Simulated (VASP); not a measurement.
# MgO (I4mm) in VASP: a series of runs

MgO is run at these levels: PBE; tasks: single point.

Everything below comes from runs of VASP 6.6.1. Logs are shortened: lines on timing, memory, paths and dates and some standing lists are left out, and cuts for length are marked.

## Step 1: The cell of the first run

The structure is tetragonal, space group I4mm (No. 107). The conventional cell has a = 3.020 Å, b = 3.020 Å, c = 4.270 Å, α = 90.00°, β = 90.00°, γ = 90.00°. Mg (site symmetry 4mm) has 6 O at 2.06 to 2.21 Å within 2.7 Å. Within 2.7 Å of O (site symmetry 4mm) lie 6 Mg at 2.06 to 2.21 Å.

## Step 2: Single point, PBE

The input, INCAR:

```
PREC = Accurate
ENCUT = 520
EDIFF = 1E-6
ISMEAR = 0
SIGMA = 0.05
LREAL = F
LASPH = T
NELM = 60
ALGO = Normal
ISIF = 2
LWAVE = F
LCHARG = F
GGA = PE
NBANDS = 11
```

The input, KPOINTS:

```
regular mesh
0
Gamma
  10 10 10
```

The input, POSCAR:

```
MgO
1.0
    0.0000000000      2.1351500000      2.1351500000
    2.1351500000      0.0000000000      2.1351500000
    2.1351500000      2.1351500000      0.0000000000
Mg O
1 1
Direct
   -0.0175631689     -0.0175631689      0.0175631689
    0.5000000000      0.5000000000      0.5000000000
```

Potentials or basis: VASP PAW PBE potentials, release 64 (Mg, O).

Started as:

```sh
$ cat potpaw_PBE.64/Mg/POTCAR potpaw_PBE.64/O/POTCAR > POTCAR
$ mpirun -np 1 vasp_std > vasp.out
```

OUTCAR:

```text
PREC = Accurate
   ENCUT = 520
   EDIFF = 1E-6
   ISMEAR = 0
   LREAL = F
   LASPH = T
   NELM = 60
   ISIF = 2
   GGA = PE

 ion  position               nearest neighbor table
   1  0.982  0.982  0.018-   2 2.06   2 2.14   2 2.14   2 2.14   2 2.14   2 2.21
   2  0.500  0.500  0.500-   1 2.06   1 2.14   1 2.14   1 2.14   1 2.14   1 2.21

  LATTYP: Found a face centered cubic cell.
 ALAT       =     4.2703000000

  Lattice vectors:

 A1 = (   0.0000000000,   2.1351500000,   2.1351500000)
 A2 = (   2.1351500000,   0.0000000000,   2.1351500000)
 A3 = (   2.1351500000,   2.1351500000,   0.0000000000)

Analysis of symmetry for initial positions (statically):
=====================================================================
 Subroutine PRICEL returns:
 Original cell was already a primitive cell.

 Routine SETGRP: Setting up the symmetry group for a
 face centered cubic supercell.

 Subroutine GETGRP returns: Found  8 space group operations
 (whereof  8 operations were pure point group operations)
 out of a pool of 48 trial point group operations.

The static configuration has the point symmetry C_4v.

Analysis of symmetry for dynamics (positions and initial velocities):
=====================================================================
 Subroutine PRICEL returns:
 Original cell was already a primitive cell.

 Routine SETGRP: Setting up the symmetry group for a
 face centered cubic supercell.

 Subroutine GETGRP returns: Found  8 space group operations
 (whereof  8 operations were pure point group operations)
 out of a pool of 48 trial point group operations.

The dynamic configuration has the point symmetry C_4v.

 Subroutine INISYM returns: Found  8 space group operations
 (whereof  8 operations are pure point group operations),
 and found     1 'primitive' translations

----------------------------------------------------------------------------------------

                                     Primitive cell

  volume of cell :      19.4677

  direct lattice vectors                    reciprocal lattice vectors
     0.000000000  2.135150000  2.135150000    -0.234175585  0.234175585  0.234175585
     2.135150000  0.000000000  2.135150000     0.234175585 -0.234175585  0.234175585
     2.135150000  2.135150000  0.000000000     0.234175585  0.234175585 -0.234175585

  length of vectors
     3.019558088  3.019558088  3.019558088     0.405604011  0.405604011  0.405604011

  position of ions in fractional coordinates (direct lattice)
     0.982436831  0.982436831  0.017563169
     0.500000000  0.500000000  0.500000000

  ion indices of the primitive-cell ions
[... 79 lines left out ...]
   IBRION =     -1    ionic relax: 0-MD 1-quasi-New 2-CG
   NFREE  =      0    steps in history (QN), initial steepest desc. (CG)
   ISIF   =      2    stress and relaxation
   ISYM   =      2    0-nonsym 1-usesym 2-fastsym
   POTIM  = 0.5000    time-step for ionic-motion
   TEBEG  =    0.0;   TEEND  =   0.0 temperature during run
   PSTRESS=    0.0 pullay stress
   NELECT =       8.0000    total number of electrons
   NUPDOWN=      -1.0000    fix difference up-down
   EMIN   =  10.00;   EMAX   =-10.00  energy-range for DOS
   EFERMI =   0.00;   METHOD = LEGACY
   ISMEAR =     0;   SIGMA  =   0.05  broadening in eV -4-tet -1-fermi 0-gaus
   EFERMI_NEDOS =   21; number of points for ismear=-14 and -15
   IALGO  =     38    algorithm
   IMIX   =      4    mixing-type and parameters
     AMIX     =   0.40;   BMIX     =  1.00
     AMIX_MAG =   1.60;   BMIX_MAG =  1.00
  volume/ion in A,a.u.               =       9.73        65.69
  Fermi-wavevector in a.u.,A,eV,Ry     =   1.217119  2.300022 20.155386  1.481379
  Thomas-Fermi vector in A             =   2.352450
   LORBIT       =      0    0 simple, 1 ext, 2 COOP (PROOUT), +10 PAW based schemes
   GGA     = PE    functional components
   LHFCALC =     F    Hartree Fock is set to
   AEXX    =    0.0000 exact exchange contribution
   IVDW    =     0    specifies the selected vdW correction
   LEPSILON=     F    determine dielectric tensor
   LRPA    =     F    only Hartree local field effects (RPA)
 non-spin polarized calculation
 Gauss-broadening in eV      SIGMA  =   0.05
  energy-cutoff  :      520.00
  volume of cell :       19.47
 maximum number of plane-waves:       544
   NGX = 11   NGY = 11   NGZ = 11

 number of electron       8.0000002 magnetization

 Free energy of the ion-electron system (eV)
  ---------------------------------------------------
  ext. energy  EPLUGINS =         0.00000000
  ---------------------------------------------------
  free energy    TOTEN  =       -11.89679793 eV

  energy without entropy =      -11.89679793  energy(sigma->0) =      -11.89679793

 E-fermi :   3.1712     XC(G=0): -10.8832

 val. band max:        2.8800703608   @ k =   0.0000   0.0000   0.0000
 cond. band min:       7.2146821383   @ k =   0.0000   0.0000   0.0000
 fundamental gap:      4.3346117775
 Fermi energy:         3.1711516308

 k-point     1 :       0.0000    0.0000    0.0000
  band No.  band energies     occupation
      1     -14.1757      2.00000
      2       2.8721      2.00000
      3       2.8801      2.00000
      4       2.8801      2.00000
      5       7.2147      0.00000
      6      18.4594      0.00000
      7      18.4704      0.00000
      8      18.4704      0.00000
      9      22.2473      0.00000
     10      23.9905      0.00000
     11      24.0020      0.00000
[... 309 lines left out ...]
 k-point    24 :       0.0000   -0.1000    0.1000
  band No.  band energies     occupation
      1     -13.9230      2.00000
      2       1.5333      2.00000
      3       2.5644      2.00000
      4       2.7713      2.00000
      5       8.6432      0.00000
      6      16.1570      0.00000
      7      18.7674      0.00000
      8      19.1194      0.00000
      9      21.8605      0.00000
     10      23.3023      0.00000
     11      25.2091      0.00000

 [... further k-points ...]
[... 5 lines left out ...]
  --------------------------------------------------------------------------------------
  -------------------------------------------------------------------------------------
  Total       -0.3104674     -0.3104674     -0.0989825      0.0000000      0.0000000      0.0000000
  in kB      -25.5512048    -25.5512048     -8.1461787      0.0000000      0.0000000      0.0000000
  external PRESSURE =     -19.7495294 kB  Pullay stress =       0.0000000 kB

 VOLUME and BASIS-vectors are now :
 -----------------------------------------------------------------------------
  energy-cutoff  :      520.00
  volume of cell :       19.47
      direct lattice vectors                 reciprocal lattice vectors
     0.000000000  2.135150000  2.135150000    -0.234175585  0.234175585  0.234175585
     2.135150000  0.000000000  2.135150000     0.234175585 -0.234175585  0.234175585
     2.135150000  2.135150000  0.000000000     0.234175585  0.234175585 -0.234175585

 POSITION                                       TOTAL-FORCE (eV/Angst)
 -----------------------------------------------------------------------------------
      2.13515      2.13515      4.19530         0.000000      0.000000      0.353073
      2.13515      2.13515      2.13515         0.000000      0.000000     -0.353073
 -----------------------------------------------------------------------------------
    total drift:                               -0.000000     -0.000000     -0.000408

  FREE ENERGIE OF THE ION-ELECTRON SYSTEM (eV)
  ---------------------------------------------------
  free  energy   TOTEN  =       -11.8967979274 eV

  energy  without entropy=      -11.8967979274  energy(sigma->0) =      -11.89679793
```

Run time: 23 s. Hardware: 1 thread of Intel Xeon 8259CL, shared host; peak memory 0.15 GiB.

Results:

| Quantity | Value |
| --- | --- |
| Free energy | -11.8968 eV |
| Pressure | -2.0 GPa |
| Largest force | 0.353 eV/Å |
| Band gap on the k mesh | 4.33 eV, direct |

Forces on the atoms (eV/Å):
```
Mg   0.000  0.000  0.353
O    0.000  0.000 -0.353
```

Caveat: the cell differs from its parent crystal (all Mg atoms moved +0.075 Å, as atom 1 towards its neighbour atom 2 (O) at 2.135 Å).

## Step 3: Single point, PBE

The input, INCAR:

```
ALGO = Normal
EDIFF = 1E-6
ENCUT = 520
GGA = PE
ISIF = 2
ISMEAR = 0
LASPH = True
LCHARG = True
LELF = True
LREAL = False
LVHAR = True
LWAVE = False
NBANDS = 11
NELM = 80
PREC = Accurate
SIGMA = 0.05
```

The input, KPOINTS:

```
k-points
0
Gamma
  10 10 10
```

Changes to POSCAR since step 2:

```diff
@@ -8,3 +8,3 @@
 Direct
-   -0.0175631689     -0.0175631689      0.0175631689
+   -0.0263447533     -0.0263447533      0.0263447533
     0.5000000000      0.5000000000      0.5000000000
```

Potentials or basis: VASP PAW PBE potentials, release 64 (Mg, O).

Started as:

```sh
$ cat potpaw_PBE.64/Mg/POTCAR potpaw_PBE.64/O/POTCAR > POTCAR
$ mpirun -np 1 vasp_std > vasp.out
```

OUTCAR:

```text
EDIFF = 1E-6
   ENCUT = 520
   GGA = PE
   ISIF = 2
   ISMEAR = 0
   LASPH = True
   LREAL = False
   NELM = 80
   PREC = Accurate

 ion  position               nearest neighbor table
   1  0.974  0.974  0.026-   2 2.02   2 2.14   2 2.14   2 2.14   2 2.14   2 2.25
   2  0.500  0.500  0.500-   1 2.02   1 2.14   1 2.14   1 2.14   1 2.14   1 2.25

  LATTYP: Found a face centered cubic cell.
 ALAT       =     4.2703000000

  Lattice vectors:

 A1 = (   0.0000000000,   2.1351500000,   2.1351500000)
 A2 = (   2.1351500000,   0.0000000000,   2.1351500000)
 A3 = (   2.1351500000,   2.1351500000,   0.0000000000)

Analysis of symmetry for initial positions (statically):
=====================================================================
 Subroutine PRICEL returns:
 Original cell was already a primitive cell.

 Routine SETGRP: Setting up the symmetry group for a
 face centered cubic supercell.

 Subroutine GETGRP returns: Found  8 space group operations
 (whereof  8 operations were pure point group operations)
 out of a pool of 48 trial point group operations.

The static configuration has the point symmetry C_4v.

Analysis of symmetry for dynamics (positions and initial velocities):
=====================================================================
 Subroutine PRICEL returns:
 Original cell was already a primitive cell.

 Routine SETGRP: Setting up the symmetry group for a
 face centered cubic supercell.

 Subroutine GETGRP returns: Found  8 space group operations
 (whereof  8 operations were pure point group operations)
 out of a pool of 48 trial point group operations.

The dynamic configuration has the point symmetry C_4v.

 Subroutine INISYM returns: Found  8 space group operations
 (whereof  8 operations are pure point group operations),
 and found     1 'primitive' translations

----------------------------------------------------------------------------------------

                                     Primitive cell

  volume of cell :      19.4677

  direct lattice vectors                    reciprocal lattice vectors
     0.000000000  2.135150000  2.135150000    -0.234175585  0.234175585  0.234175585
     2.135150000  0.000000000  2.135150000     0.234175585 -0.234175585  0.234175585
     2.135150000  2.135150000  0.000000000     0.234175585  0.234175585 -0.234175585

  length of vectors
     3.019558088  3.019558088  3.019558088     0.405604011  0.405604011  0.405604011

  position of ions in fractional coordinates (direct lattice)
     0.973655247  0.973655247  0.026344753
     0.500000000  0.500000000  0.500000000

  ion indices of the primitive-cell ions
   primitive index   ion index
                 1           1
                 2           2

----------------------------------------------------------------------------------------

 KPOINTS: k-points

Automatic generation of k-mesh.
 Grid dimensions read from file:
 generate k-points for:   10   10   10

 Generating k-lattice:

  Cartesian coordinates                     Fractional coordinates (reciprocal lattice)
    -0.023417558  0.023417558  0.023417558     0.100000000  0.000000000  0.000000000
     0.023417558 -0.023417558  0.023417558     0.000000000  0.100000000  0.000000000
     0.023417558  0.023417558 -0.023417558     0.000000000  0.000000000  0.100000000

  Length of vectors
     0.040560401  0.040560401  0.040560401

  Shift w.r.t. Gamma in fractional coordinates (k-lattice)
     0.000000000  0.000000000  0.000000000

 Subroutine IBZKPT returns following result:
 ===========================================

 Found    102 irreducible k-points:

 Following reciprocal coordinates:
            Coordinates               Weight
  0.000000  0.000000  0.000000      1.000000
  0.100000  0.000000  0.000000      8.000000
  0.200000  0.000000  0.000000      8.000000
  0.300000  0.000000  0.000000      8.000000
  0.400000  0.000000  0.000000      8.000000
  0.500000  0.000000  0.000000      4.000000
[... 16 lines left out ...]
 -0.100000  0.100000  0.000000      4.000000
  0.000000 -0.100000  0.100000      8.000000
 [... further k-points ...]
   k-points           NKPTS =    102   k-points in BZ     NKDIM =    102   number of bands    NBANDS=     11
   number of dos      NEDOS =    301   number of ions     NIONS =      2
   total plane-waves  NPLWV =  13824
   dimension x,y,z NGX =    24 NGY =   24 NGZ =   24
   dimension x,y,z NGXF=    48 NGYF=   48 NGZF=   48
   ions per type =               1   1
   NGX,Y,Z   is equivalent  to a cutoff of  13.21, 13.21, 13.21 a.u.
   NGXF,Y,Z  is equivalent  to a cutoff of  26.43, 26.43, 26.43 a.u.
 SYSTEM =  unknown system
   PREC   = accura    normal or accurate (medium, high low for compatibility)
   ISTART =      0    job   : 0-new  1-cont  2-samecut
   ICHARG =      2    charge: 1-file 2-atom 10-const
   ISPIN  =      1    spin polarized calculation?
   LNONCOLLINEAR =      F non collinear calculations
   LSORBIT =      F    spin-orbit coupling
   LASPH  =      T    aspherical Exc in radial PAW
   ENCUT  =  520.0 eV  38.22 Ry    6.18 a.u.   5.61  5.61  5.61*2*pi/ulx,y,z
   NELM   =     80;   NELMIN=  2; NELMDL= -5     # of ELM steps
   EDIFF  = 0.1E-05   stopping-criterion for ELM
   LREAL  =      F    real-space projection
   EDIFFG = 0.1E-04   stopping-criterion for IOM
   NSW    =      0    number of steps for IOM
   IBRION =     -1    ionic relax: 0-MD 1-quasi-New 2-CG
   NFREE  =      0    steps in history (QN), initial steepest desc. (CG)
   ISIF   =      2    stress and relaxation
   ISYM   =      2    0-nonsym 1-usesym 2-fastsym
   POTIM  = 0.5000    time-step for ionic-motion
   TEBEG  =    0.0;   TEEND  =   0.0 temperature during run
   PSTRESS=    0.0 pullay stress
   NELECT =       8.0000    total number of electrons
   NUPDOWN=      -1.0000    fix difference up-down
   EMIN   =  10.00;   EMAX   =-10.00  energy-range for DOS
   EFERMI =   0.00;   METHOD = LEGACY
   ISMEAR =     0;   SIGMA  =   0.05  broadening in eV -4-tet -1-fermi 0-gaus
   EFERMI_NEDOS =   21; number of points for ismear=-14 and -15
   IALGO  =     38    algorithm
   IMIX   =      4    mixing-type and parameters
     AMIX     =   0.40;   BMIX     =  1.00
     AMIX_MAG =   1.60;   BMIX_MAG =  1.00
  volume/ion in A,a.u.               =       9.73        65.69
  Fermi-wavevector in a.u.,A,eV,Ry     =   1.217119  2.300022 20.155386  1.481379
  Thomas-Fermi vector in A             =   2.352450
   LORBIT       =      0    0 simple, 1 ext, 2 COOP (PROOUT), +10 PAW based schemes
   GGA     = PE    functional components
   LHFCALC =     F    Hartree Fock is set to
   AEXX    =    0.0000 exact exchange contribution
   IVDW    =     0    specifies the selected vdW correction
   LEPSILON=     F    determine dielectric tensor
   LRPA    =     F    only Hartree local field effects (RPA)
 non-spin polarized calculation
 Gauss-broadening in eV      SIGMA  =   0.05
  energy-cutoff  :      520.00
  volume of cell :       19.47
 maximum number of plane-waves:       544
   NGX = 11   NGY = 11   NGZ = 11

 number of electron       8.0000002 magnetization

 Free energy of the ion-electron system (eV)
  ---------------------------------------------------
  ext. energy  EPLUGINS =         0.00000000
  ---------------------------------------------------
  free energy    TOTEN  =       -11.87982063 eV

  energy without entropy =      -11.87982063  energy(sigma->0) =      -11.87982063

 E-fermi :   3.1545     XC(G=0): -10.8806

 val. band max:        2.8741682175   @ k =   0.0000   0.0000   0.0000
 cond. band min:       7.2075633412   @ k =   0.0000   0.0000   0.0000
 fundamental gap:      4.3333951237
 Fermi energy:         3.1545070799

 k-point     1 :       0.0000    0.0000    0.0000
  band No.  band energies     occupation
      1     -14.1792      2.00000
      2       2.8566      2.00000
      3       2.8742      2.00000
      4       2.8742      2.00000
      5       7.2076      0.00000
      6      18.4709      0.00000
      7      18.4957      0.00000
      8      18.4957      0.00000
      9      22.2319      0.00000
     10      23.9950      0.00000
     11      24.0208      0.00000
[... 309 lines left out ...]
 k-point    24 :       0.0000   -0.1000    0.1000
  band No.  band energies     occupation
      1     -13.9270      2.00000
      2       1.5258      2.00000
      3       2.5591      2.00000
      4       2.7638      2.00000
      5       8.6331      0.00000
      6      16.1633      0.00000
      7      18.7649      0.00000
      8      19.1411      0.00000
      9      21.9031      0.00000
     10      23.3142      0.00000
     11      25.1909      0.00000

 [... further k-points ...]
[... 5 lines left out ...]
  --------------------------------------------------------------------------------------
  -------------------------------------------------------------------------------------
  Total       -0.3251698     -0.3251698      0.1542681      0.0000000     -0.0000000      0.0000000
  in kB      -26.7611992    -26.7611992     12.6961338      0.0000000     -0.0000000      0.0000000
  external PRESSURE =     -13.6087549 kB  Pullay stress =       0.0000000 kB

 VOLUME and BASIS-vectors are now :
 -----------------------------------------------------------------------------
  energy-cutoff  :      520.00
  volume of cell :       19.47
      direct lattice vectors                 reciprocal lattice vectors
     0.000000000  2.135150000  2.135150000    -0.234175585  0.234175585  0.234175585
     2.135150000  0.000000000  2.135150000     0.234175585 -0.234175585  0.234175585
     2.135150000  2.135150000  0.000000000     0.234175585  0.234175585 -0.234175585

 POSITION                                       TOTAL-FORCE (eV/Angst)
 -----------------------------------------------------------------------------------
      2.13515      2.13515      4.15780         0.000000      0.000000      0.557277
      2.13515      2.13515      2.13515         0.000000      0.000000     -0.557277
 -----------------------------------------------------------------------------------
    total drift:                               -0.000000     -0.000000     -0.000720

  FREE ENERGIE OF THE ION-ELECTRON SYSTEM (eV)
  ---------------------------------------------------
  free  energy   TOTEN  =       -11.8798206323 eV

  energy  without entropy=      -11.8798206323  energy(sigma->0) =      -11.87982063
```

OSZICAR:

```text
N       E                     dE             d eps       ncg     rms          rms(c)
DAV:   1     0.167927985207E+02    0.16793E+02   -0.45200E+03  2495   0.643E+02
DAV:   2    -0.127324655254E+02   -0.29525E+02   -0.28853E+02  2612   0.139E+02
DAV:   3    -0.134543400103E+02   -0.72187E+00   -0.72117E+00  2720   0.193E+01
DAV:   4    -0.134560366016E+02   -0.16966E-02   -0.16965E-02  2442   0.109E+00
DAV:   5    -0.134560421539E+02   -0.55522E-05   -0.55522E-05  2667   0.605E-02    0.723E+00
DAV:   6    -0.119003033325E+02    0.15557E+01   -0.92036E+00  2355   0.164E+01    0.229E+00
DAV:   7    -0.118862209091E+02    0.14082E-01   -0.67718E-02  2514   0.221E+00    0.136E+00
DAV:   8    -0.118803270076E+02    0.58939E-02   -0.31660E-02  2373   0.197E+00    0.262E-01
DAV:   9    -0.118798252127E+02    0.50179E-03   -0.89817E-04  2598   0.211E-01    0.134E-01
DAV:  10    -0.118798174658E+02    0.77469E-05   -0.47841E-04  2487   0.164E-01    0.809E-03
DAV:  11    -0.118798196661E+02   -0.22003E-05   -0.41204E-06  2622   0.190E-02    0.467E-03
DAV:  12    -0.118798206323E+02   -0.96618E-06   -0.13445E-06  2236   0.912E-03
   1 F= -.11879821E+02 E0= -.11879821E+02  d E =-.126674E-17
```

Wall time 28 s (1 thread of Intel Xeon 8259CL, shared host); peak memory 0.15 GiB.

What came out:

* Free energy: -11.8798 eV
* Pressure: -1.4 GPa
* Largest force: 0.557 eV/Å
* Band gap on the k mesh: 4.33 eV, direct

Forces on the atoms (eV/Å):
```
Mg   0.000  0.000  0.557
O    0.000  0.000 -0.557
```

Stress tensor (GPa, compression positive):
```
-2.68  0.00  0.00
 0.00 -2.68  0.00
 0.00  0.00  1.27
```

Caveat: the cell differs from its parent crystal (all Mg atoms moved +0.113 Å, as atom 1 towards its neighbour atom 2 (O) at 2.135 Å).

(Part 1 of 2 ends here.)
